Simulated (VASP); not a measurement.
# Au (Fm-3m) in VASP: single point with r2SCAN

Aim: the single point of Au with r2SCAN.

Program: VASP 6.6.1. These are calculated values, not measurements. Logs are shortened: lines on timing, memory, paths and dates and some standing lists are left out, and cuts for length are marked.

### Step 1. The cell of the first run

It takes space group Fm-3m (No. 225, cubic). Conventional cell: a = 4.240 Å, b = 4.240 Å, c = 4.240 Å, α = 90.00°, β = 90.00°, γ = 90.00°. Within 3.9 Å of Au (site symmetry m-3m) lie 12 Au at 3.00 Å.

### Step 2. Single point, r2SCAN

POSCAR reads:

```
Au
1.0
    0.0000000000      2.1201950000      2.1201950000
    2.1201950000      0.0000000000      2.1201950000
    2.1201950000      2.1201950000      0.0000000000
Au
1
Direct
    0.0000000000      0.0000000000      0.0000000000
```

INCAR.step1 reads:

```
ALGO = Normal
EDIFF = 1E-4
ENCUT = 520
GGA = PE
ISMEAR = -1
LASPH = T
LCHARG = F
LREAL = F
LWAVE = T
NBANDS = 12
NELM = 60
PREC = Accurate
SIGMA = 0.1
```

INCAR.step2 reads:

```
ALGO = Normal
EDIFF = 1E-6
ENCUT = 520
ISIF = 2
ISMEAR = -1
ISTART = 1
LASPH = T
LCHARG = F
LMIXTAU = T
LREAL = F
LWAVE = F
METAGGA = R2SCAN
NBANDS = 12
NELM = 60
PREC = Accurate
SIGMA = 0.1
```

KPOINTS reads:

```
k-points
0
Gamma
  14 14 14
```

Potentials or basis: VASP PAW PBE potentials, release 64 (Au).

The run is started by

```console
cat potpaw_PBE.64/Au/POTCAR > POTCAR
cp INCAR.step1 INCAR
mpirun -np 1 vasp_std > vasp.out
cp INCAR.step2 INCAR
mpirun -np 1 vasp_std > vasp.out
```

OUTCAR:

```text
EDIFF = 1E-6
   ENCUT = 520
   ISIF = 2
   ISMEAR = -1
   ISTART = 1
   LASPH = T
   LREAL = F
   METAGGA = R2SCAN
   NELM = 60
   PREC = Accurate

 ion  position               nearest neighbor table
   1  0.000  0.000  0.000-

  LATTYP: Found a face centered cubic cell.
 ALAT       =     4.2403900000

  Lattice vectors:

 A1 = (   0.0000000000,   2.1201950000,   2.1201950000)
 A2 = (   2.1201950000,   0.0000000000,   2.1201950000)
 A3 = (   2.1201950000,   2.1201950000,   0.0000000000)

Analysis of symmetry for initial positions (statically):
=====================================================================
 Subroutine PRICEL returns:
 Original cell was already a primitive cell.

 Routine SETGRP: Setting up the symmetry group for a
 face centered cubic supercell.

 Subroutine GETGRP returns: Found 48 space group operations
[... 9 lines left out ...]

 Routine SETGRP: Setting up the symmetry group for a
 face centered cubic supercell.

 Subroutine GETGRP returns: Found 48 space group operations
[... 11 lines left out ...]
                                     Primitive cell

  volume of cell :      19.0615

  direct lattice vectors                    reciprocal lattice vectors
     0.000000000  2.120195000  2.120195000    -0.235827365  0.235827365  0.235827365
     2.120195000  0.000000000  2.120195000     0.235827365 -0.235827365  0.235827365
     2.120195000  2.120195000  0.000000000     0.235827365  0.235827365 -0.235827365

  length of vectors
     2.998408524  2.998408524  2.998408524     0.408464978  0.408464978  0.408464978

  position of ions in fractional coordinates (direct lattice)
     0.000000000  0.000000000  0.000000000

  ion indices of the primitive-cell ions
   primitive index   ion index
                 1           1

----------------------------------------------------------------------------------------

 KPOINTS: k-points

Automatic generation of k-mesh.
 Grid dimensions read from file:
 generate k-points for:   14   14   14

 Generating k-lattice:

  Cartesian coordinates                     Fractional coordinates (reciprocal lattice)
    -0.016844812  0.016844812  0.016844812     0.071428571  0.000000000  0.000000000
     0.016844812 -0.016844812  0.016844812     0.000000000  0.071428571  0.000000000
     0.016844812  0.016844812 -0.016844812     0.000000000  0.000000000  0.071428571

[... 52 lines left out ...]
   LSORBIT =      F    spin-orbit coupling
   LASPH  =      T    aspherical Exc in radial PAW
   ENCUT  =  520.0 eV  38.22 Ry    6.18 a.u.   5.58  5.58  5.58*2*pi/ulx,y,z
   NELM   =     60;   NELMIN=  2; NELMDL=  0     # of ELM steps
   EDIFF  = 0.1E-05   stopping-criterion for ELM
   LREAL  =      F    real-space projection
   EDIFFG = 0.1E-04   stopping-criterion for IOM
   NSW    =      0    number of steps for IOM
   IBRION =     -1    ionic relax: 0-MD 1-quasi-New 2-CG
   NFREE  =      0    steps in history (QN), initial steepest desc. (CG)
   ISIF   =      2    stress and relaxation
   ISYM   =      2    0-nonsym 1-usesym 2-fastsym
   POTIM  = 0.5000    time-step for ionic-motion
   TEBEG  =    0.0;   TEEND  =   0.0 temperature during run
   PSTRESS=    0.0 pullay stress
   NELECT =      11.0000    total number of electrons
   NUPDOWN=      -1.0000    fix difference up-down
   EMIN   =  10.00;   EMAX   =-10.00  energy-range for DOS
   EFERMI =   0.00;   METHOD = LEGACY
   ISMEAR =    -1;   SIGMA  =   0.10  broadening in eV -4-tet -1-fermi 0-gaus
   EFERMI_NEDOS =   21; number of points for ismear=-14 and -15
   IALGO  =     38    algorithm
   IMIX   =      4    mixing-type and parameters
     AMIX     =   0.40;   BMIX     =  1.00
     AMIX_MAG =   1.60;   BMIX_MAG =  1.00
  volume/ion in A,a.u.               =      19.06       128.63
  Fermi-wavevector in a.u.,A,eV,Ry     =   1.362971  2.575642 25.275403  1.857690
  Thomas-Fermi vector in A             =   2.489414
   LORBIT       =      0    0 simple, 1 ext, 2 COOP (PROOUT), +10 PAW based schemes
   METAGGA = R2SCAN    functional components
   LHFCALC =     F    Hartree Fock is set to
   AEXX    =    0.0000 exact exchange contribution
   IVDW    =     0    specifies the selected vdW correction
   LEPSILON=     F    determine dielectric tensor
   LRPA    =     F    only Hartree local field effects (RPA)
 non-spin polarized calculation
  energy-cutoff  :      520.00
  volume of cell :       19.06
 maximum number of plane-waves:       533
 NGX is ok and might be reduce to    24
   NGX = 11   NGY = 11   NGZ = 11

 number of electron      10.9999999 magnetization

 Free energy of the ion-electron system (eV)
  ---------------------------------------------------
  ext. energy  EPLUGINS =         0.00000000
  ---------------------------------------------------
  free energy    TOTEN  =       -50.54805824 eV

  energy without entropy =      -50.53736954  energy(sigma->0) =      -50.54271389

 E-fermi :   7.5475     XC(G=0): -12.8436

 val. band max:        7.5187205080   @ k =   0.5000   0.3571   0.1429
 cond. band min:       7.5747840556   @ k =   0.4286   0.4286   0.0000
 fundamental gap:      0.0560635477
 Fermi energy:         7.5475067747

 k-point     1 :       0.0000    0.0000    0.0000
  band No.  band energies     occupation
      1      -1.3373      2.00000
      2       3.2033      2.00000
      3       3.2033      2.00000
      4       3.2033      2.00000
      5       4.4556      2.00000
      6       4.4556      2.00000
      7      22.9839      0.00000
      8      26.3700      0.00000
      9      26.3700      0.00000
     10      26.3700      0.00000
     11      31.2613      0.00000
     12      34.6486      0.00000
[... 331 lines left out ...]
 k-point    24 :       0.2857    0.1429    0.0000
  band No.  band energies     occupation
      1       0.7444      2.00000
      2       2.6266      2.00000
      3       3.4569      2.00000
      4       3.7949      2.00000
      5       4.5641      2.00000
      6       4.9444      2.00000
      7      19.3241      0.00000
      8      23.5865      0.00000
      9      24.1038      0.00000
     10      25.6470      0.00000
     11      28.1591      0.00000
     12      32.2777      0.00000

 [... further k-points ...]
[... 5 lines left out ...]
  --------------------------------------------------------------------------------------
  -------------------------------------------------------------------------------------
  Total       -1.1571279     -1.1571279     -1.1571279     -0.0000000      0.0000000     -0.0000000
  in kB      -97.2600603    -97.2600603    -97.2600603     -0.0000000      0.0000000     -0.0000000
  external PRESSURE =     -97.2600603 kB  Pullay stress =       0.0000000 kB

 VOLUME and BASIS-vectors are now :
 -----------------------------------------------------------------------------
  energy-cutoff  :      520.00
  volume of cell :       19.06
      direct lattice vectors                 reciprocal lattice vectors
     0.000000000  2.120195000  2.120195000    -0.235827365  0.235827365  0.235827365
     2.120195000  0.000000000  2.120195000     0.235827365 -0.235827365  0.235827365
     2.120195000  2.120195000  0.000000000     0.235827365  0.235827365 -0.235827365

 POSITION                                       TOTAL-FORCE (eV/Angst)
 -----------------------------------------------------------------------------------
      0.00000      0.00000      0.00000        -0.000000     -0.000000     -0.000000
 -----------------------------------------------------------------------------------
    total drift:                                0.000000      0.000000      0.000000

  FREE ENERGIE OF THE ION-ELECTRON SYSTEM (eV)
  ---------------------------------------------------
  free  energy   TOTEN  =       -50.5480582376 eV

  energy  without entropy=      -50.5373695380  energy(sigma->0) =      -50.54271389
```

OUTCAR.step1:

```text
EDIFF = 1E-4
   ENCUT = 520
   GGA = PE
   ISMEAR = -1
   LASPH = T
   LREAL = F
[... 574 lines left out ...]

 POSITION                                       TOTAL-FORCE (eV/Angst)
 -----------------------------------------------------------------------------------
      0.00000      0.00000      0.00000         0.000000      0.000000      0.000000
 -----------------------------------------------------------------------------------
    total drift:                               -0.000000      0.000000      0.000000

  FREE ENERGIE OF THE ION-ELECTRON SYSTEM (eV)
  ---------------------------------------------------
  free  energy   TOTEN  =        -3.1977134564 eV

  energy  without entropy=       -3.1860846061  energy(sigma->0) =       -3.19189903
```

Wall time 2.2 min (1 thread of AMD EPYC 7R13, shared host); peak memory 0.13 GiB.

What came out:

```yaml
Free_energy: -50.5481 eV
Pressure: -9.7 GPa
```

Caveat: the PAW data sets were made with another functional, which shifts forces and pressure a little; spin-orbit coupling is left out, which moves the levels of the heavy elements.
